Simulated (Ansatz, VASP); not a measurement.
Two plane-wave programs on Al

```
Al
1.0
     2.88957    0.00000    0.00000
    -1.44478    2.50244    0.00000
     0.00000    0.00000    9.24105
Al
4
Direct
  0.82746 0.00000 0.00000
  0.33333 0.66667 0.25000
  0.17254 0.00000 0.50000
  0.66667 0.33333 0.75000
```

Change from the starting cell: mode 4 frozen in at -0.486 Å, equal normal strain along x and y +0.0267.

Alike in both runs: task single point; functional PBE; dispersion D3(BJ); k mesh 18 × 18 × 4; occupations gaussian, width 0.15 eV; no spin polarisation.

```csv
,VASP,Ansatz
version,VASP 6.6.1,Ansatz 0.2.0
potentials or method,"VASP PAW PBE potentials, release 64 (Al), cutoff 520 eV","scalar-relativistic, plane waves, PAW"
valence electrons in the cell,12,12
```

```csv
,VASP,Ansatz,Ansatz less VASP
gap on the k mesh at the Fermi level (eV),none,none,-
pressure (GPa),-2.1,-2.1,0.00
"traceless stress, the component that is largest in VASP (GPa)",4.10,4.10,0.000
rms of the force components (eV/Å),0.200,0.201,+0.0004
```

Atom by atom the forces differ by 0.000 eV/Å (rms over components). A gap of «none» marks a metal or a gap that the smearing closes.
